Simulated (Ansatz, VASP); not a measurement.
**MnO in VASP and in Ansatz**

The input INCAR:

```
SYSTEM = MnO
ALGO = Normal ; EDIFF = 1E-7
ENCUT = 520 ; GGA = PE
ISIF = 2 ; ISMEAR = 0
ISPIN = 2 ; LASPH = .TRUE.
LCHARG = .TRUE. ; LDAU = .TRUE.
LDAUJ = 0 0 ; LDAUL = 2 -1
LDAUPRINT = 1 ; LDAUTYPE = 2
LDAUU = 3.9 0 ; LELF = .TRUE.
LMAXMIX = 4 ; LORBIT = 11
LREAL = .FALSE. ; LVHAR = .TRUE.
LWAVE = .FALSE. ; MAGMOM = 4.76 0.18
NBANDS = 20 ; NELM = 150
PREC = Accurate ; SIGMA = 0.05
```

The input KPOINTS:

```
k-points
0
G
  12 12 12
  0 0 0
```

POSCAR

```
MnO
1.0
    0.0000000000      2.2664522255      2.2664522255
    2.2664522255      0.0000000000      2.2664522255
    2.2664522255      2.2664522255      0.0000000000
Mn O
1 1
Direct
    0.0000000000      0.0000000000      0.0000000000
    0.5000000000      0.5000000000      0.5000000000
```

Input for Ansatz:

```yaml
crystal:
  lattice:
    - [0.0, 2.2664522255, 2.2664522255]
    - [2.2664522255, 0.0, 2.2664522255]
    - [2.2664522255, 2.2664522255, 0.0]
  atoms:
    - { symbol: Mn, position: [0.0, 0.0, 0.0], spin: 4.76 }
    - { symbol: O, position: [0.5, 0.5, 0.5] }
basis:
  ecutwfc: 420
  ecutrho_ratio: 4
kpoints:
  mp_grid: { grid: [12, 12, 12] }
hamiltonian:
  xc: pbe
  hubbard:
    sites:
      - { species: Mn, l: d, u_eff: 3.9, starting_ns: start.occupation_matrices }
    ns_hold: { iters: 6 }
scf:
  occupations: { method: gaussian, width: 0.05 }
  lower_state_search: "off"
output:
  forces: true
  stress: true
  eigenvalues: true
  populations: true
  hubbard: { sites: [{ species: Mn, l: d }] }
magnetization:
  spin_polarized: true
```

Alike in both runs: task single point; functional PBE; k mesh 12 × 12 × 12; occupations gaussian, width 0.05 eV; collinear spin; Hubbard terms Mn d U = 3.9 eV.

```csv
,VASP,Ansatz
version,VASP 6.6.1,Ansatz 0.2.0
potentials or method,"VASP PAW PBE potentials, release 64 (Mn_pv, O), cutoff 520 eV","scalar-relativistic, plane waves, PAW"
valence electrons in the cell,19,21
```

Ansatz gave:

* gap on the k mesh at the Fermi level (eV): 0.02
* least direct gap on the mesh (eV): 1.40
* pressure (GPa): 0.0
* net moment per atom (μB): 2.50
* size of the moment on the site where the two differ most (μB): 4.32

Problem. What did VASP give for the same quantities?

Solution. gap on the k mesh at the Fermi level (eV): 0.10; least direct gap on the mesh (eV): 2.26; pressure (GPa): -1.5; net moment per atom (μB): 2.50; size of the moment on the site where the two differ most (μB): 4.63.

Site moments also hang on the region over which each program counts them. The programs project onto different local orbitals, so the same U acts differently, and such runs can settle in different states. VASP's potentials hold 19 valence electrons a cell and Ansatz's 21, so a difference there can come from the potentials and not from the codes. Ansatz's warnings: filled band counts differ across k points, stability check not made.
